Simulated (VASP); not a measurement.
A run of VASP 6.6.1 is set up as follows.

INCAR

```
SYSTEM = BaTe
PREC     = Accurate       ! precision mode
ENCUT    = 500            ! plane-wave cutoff, eV
EDIFF    = 1E-6           ! SCF threshold, eV
ISMEAR   = 0              ! smearing method
SIGMA    = 0.1            ! smearing width, eV
LREAL    = .False.        ! projectors in reciprocal space
LASPH    = .True.         ! aspherical terms in the spheres
NELM     = 120            ! most SCF steps
ALGO     = Normal         ! electronic algorithm
ISIF     = 2              ! what is computed and relaxed
LWAVE    = .False.        ! write WAVECAR
LCHARG   = .False.        ! write CHGCAR
GGA      = PE             ! functional
NBANDS   = 24             ! bands
GGA_COMPAT= .False.
```

The input KPOINTS:

```
regular mesh
0
Gamma
  4 4 4
  0 0 0
```

File POSCAR:

```
BaTe
1.0
    0.0000000000      4.2399322900      4.2399322900
    4.2399322900      0.0000000000      4.2399322900
    4.2399322900      4.2399322900      0.0000000000
Ba Te
2 2
Direct
    0.5000000000      0.5000000000      0.5000000000
    0.7500000000      0.7500000000      0.7500000000
    0.0000000000      0.0000000000      0.0000000000
    0.2500000000      0.2500000000      0.2500000000
```

Potentials or basis: VASP PAW PBE potentials, release 64 (Ba_sv, Te).

Command:

```console
$ cat potpaw_PBE.64/Ba_sv/POTCAR potpaw_PBE.64/Te/POTCAR > POTCAR
$ mpirun -np 1 vasp_std > vasp.out
```

Q: What does it give for the pressure?

A: -0.6 GPa.

Q: Predict the band gap on the k mesh.

A: 0.17 eV, indirect (least direct gap 0.82 eV).

Caveat: spin-orbit coupling is left out, which moves the levels of the heavy elements. A k mesh can miss the band edges.
